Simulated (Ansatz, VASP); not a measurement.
# Be in VASP and in Ansatz

```
CELL_PARAMETERS angstrom
2.26478 0.00000 0.00000
-1.13239 1.96136 0.00000
0.00000 0.00000 3.57410
ATOMIC_POSITIONS crystal
Be 0.33333 0.66667 0.75000
Be 0.66667 0.33333 0.25000
```

Alike in both runs: functional PBEsol; k mesh 3 × 3 × 2; no spin polarisation.

Ansatz relaxed the structure, and its values are those at the end. VASP's run is a single point on that final structure, the one shown.

```csv
,VASP,Ansatz
version,VASP 6.6.1,Ansatz 0.2.0
potentials or method,"VASP PAW PBE potentials, release 64 (Be), cutoff 600 eV","scalar-relativistic, plane waves, PAW"
occupations,"gaussian, width 0.1 eV",gaussian
valence electrons in the cell,4,4
```

```csv
,VASP,Ansatz,Ansatz less VASP
gap on the k mesh at the Fermi level (eV),none,none,-
pressure (GPa),8.4,8.0,-0.39
```

VASP's potentials were made for PBE, not for PBEsol. A gap of «none» marks a metal or a gap that the smearing closes. Ansatz's warnings: stress scf threshold loose.

The k mesh is coarse, so the values compare programs but aren't converged.
